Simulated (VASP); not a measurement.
Here is a VASP 6.6.1 calculation.

The input POSCAR:

```
CdS
1.0
    0.0000000000      2.7714779354      2.7714779354
    2.7714779354      0.0000000000      2.7714779354
    2.7714779354      2.7714779354      0.0000000000
Cd S
1 1
Direct
    0.0000000000      0.0000000000      0.0000000000
    0.5000000000      0.5000000000      0.5000000000
```

The input INCAR.step1:

```
SYSTEM = CdS
PREC     = Accurate       ! precision mode
ENCUT    = 520            ! plane-wave cutoff, eV
EDIFF    = 1E-5           ! SCF threshold, eV
ISMEAR   = -1             ! smearing method
SIGMA    = 0.05           ! smearing width, eV
LREAL    = .False.        ! projectors in reciprocal space
LASPH    = .True.         ! aspherical terms in the spheres
NELM     = 100            ! most SCF steps
ALGO     = Normal         ! electronic algorithm
ISIF     = 2              ! what is computed and relaxed
LWAVE    = .True.         ! write WAVECAR
GGA      = PE             ! functional
NBANDS   = 16             ! bands
```

The input INCAR.step2:

```
SYSTEM = CdS
PREC     = Accurate       ! precision mode
ENCUT    = 520            ! plane-wave cutoff, eV
EDIFF    = 1E-7           ! SCF threshold, eV
ISMEAR   = -1             ! smearing method
SIGMA    = 0.05           ! smearing width, eV
LREAL    = .False.        ! projectors in reciprocal space
LASPH    = .True.         ! aspherical terms in the spheres
NELM     = 100            ! most SCF steps
ALGO     = Normal         ! electronic algorithm
ISIF     = 2              ! what is computed and relaxed
LWAVE    = .False.        ! write WAVECAR
LCHARG   = .True.         ! write CHGCAR
GGA      = PE             ! functional
LHFCALC  = .True.         ! exact exchange
AEXX     = 0.25           ! exact-exchange fraction
PRECFOCK = Normal       
LELF     = .True.         ! ELF
LVHAR    = .True.       
ISTART   = 1            
NBANDS   = 16             ! bands
```

KPOINTS

```
regular mesh
0
Gamma
  4 4 4
  0 0 0
```

Potentials or basis: VASP PAW PBE potentials, release 64 (Cd, S).

Command:

```console
$ cat potpaw_PBE.64/Cd/POTCAR potpaw_PBE.64/S/POTCAR > POTCAR
$ cp INCAR.step1 INCAR
$ mpirun -np 1 vasp_std > vasp.out
$ cp INCAR.step2 INCAR
$ mpirun -np 1 vasp_std > vasp.out
```

(1) What does it give for the band gap on the k mesh?

(2) Estimate the pressure.

Results:

(1) 1.94 eV (least direct gap 3.14 eV).

(2) -3.2 GPa.

Caveat: the k points lie up to 0.49 Å⁻¹ apart; the PAW data sets were made with another functional, which shifts forces and pressure a little.
